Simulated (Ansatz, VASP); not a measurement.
## One calculation of AlN, two programs

File INCAR:

```
SYSTEM = AlN
ALGO     = Normal         ! electronic algorithm
EDIFF    = 1E-7           ! SCF threshold, eV
EDIFFG   = -0.002         ! ionic threshold
ENCUT    = 520            ! plane-wave cutoff, eV
GGA      = CA             ! functional
IBRION   = 2              ! ionic algorithm
ISIF     = 2              ! what is computed and relaxed
ISMEAR   = 0              ! smearing method
LASPH    = .TRUE.         ! aspherical terms in the spheres
LCHARG   = .FALSE.        ! write CHGCAR
LREAL    = .FALSE.        ! projectors in reciprocal space
LWAVE    = .FALSE.        ! write WAVECAR
NELM     = 100            ! most SCF steps
NSW      = 50             ! ionic steps
PREC     = Accurate       ! precision mode
SIGMA    = 0.01           ! smearing width, eV
```

KPOINTS

```
k-points
0
G
  8 8 6
  0 0 0
```

Contents of POSCAR:

```
AlN
1.0
    3.0887730631      0.0077219326      0.0077219327
   -1.5376991417      2.6710949729      0.0028264235
    0.0123581305      0.0123581305      4.9432521891
Al N
2 2
Direct
    0.3333333333      0.6666666667     -0.0009923830
    0.6666666667      0.3333333333      0.4990076170
    0.3333333333      0.6666666667      0.3809923830
    0.6666666667      0.3333333333      0.8809923830
```

Input for Ansatz:

```yaml
crystal:
  lattice:
    - [3.08877306311, 0.00772193265, 0.00772193266]
    - [-1.53769914171, 2.67109497285, 0.00282642352]
    - [0.01235813047, 0.01235813047, 4.94325218913]
  atoms:
    - { symbol: Al, position: [0.333333333333, 0.666666666667, -0.000992383011] }
    - { symbol: Al, position: [0.666666666667, 0.333333333333, 0.499007616989] }
    - { symbol: "N", position: [0.333333333333, 0.666666666667, 0.380992383011] }
    - { symbol: "N", position: [0.666666666667, 0.333333333333, 0.880992383011] }
kpoints:
  mp_grid: { grid: [8, 8, 6] }
scf:
  occupations: { method: fixed }
  convergence: { dr2_threshold: 1.0e-10 }
hamiltonian:
  xc: lda
  pseudopotentials: { kind: all_electron, lapw: { basis_error: 0.0005 } }
output:
  forces: true
  stress: true
  eigenstates:
    kpoints:
      - [0.0, 0.0, 0.0]
      - [-0.666666667, 0.333333333, 0.0]
      - [0.5, -0.5, -0.334263841]
      - [0.0, 0.5, -0.334263841]
      - [0.5, 0.0, -0.334263841]
      - [0.0, 0.0, -0.5]
      - [-0.5, 0.0, 0.0]
      - [-0.5, 0.5, 0.0]
      - [0.0, -0.5, 0.0]
      - [-0.5, 0.0, -0.5]
      - [-0.5, 0.5, -0.5]
      - [0.0, -0.5, -0.5]
relax:
  f_tol: 0.002
  max_steps: 30
```

Change from the starting cell: equal xy, yz and zx engineering shears of +0.5 %.

Alike in both runs: task relaxation of the atoms; functional LDA; k mesh 8 × 8 × 6; no spin polarisation.

|  | VASP | Ansatz |
| --- | --- | --- |
| version | VASP 6.6.1 | Ansatz 0.2.0 |
| potentials or method | VASP PAW LDA potentials, release 64 (Al, N), cutoff 520 eV | all-electron LAPW, scalar-relativistic |
| occupations | gaussian, width 0.01 eV | fixed |

Ansatz gave:

* gap on the k mesh at the Fermi level, each at its own relaxed structure (eV): 4.41

Estimate VASP's values.

gap on the k mesh at the Fermi level, each at its own relaxed structure (eV): 4.42.

LDA's correlation is that of Perdew and Zunger in VASP and of Perdew and Wang (1992) in Ansatz. Ansatz ran all-electron here, and VASP with PAW potentials.
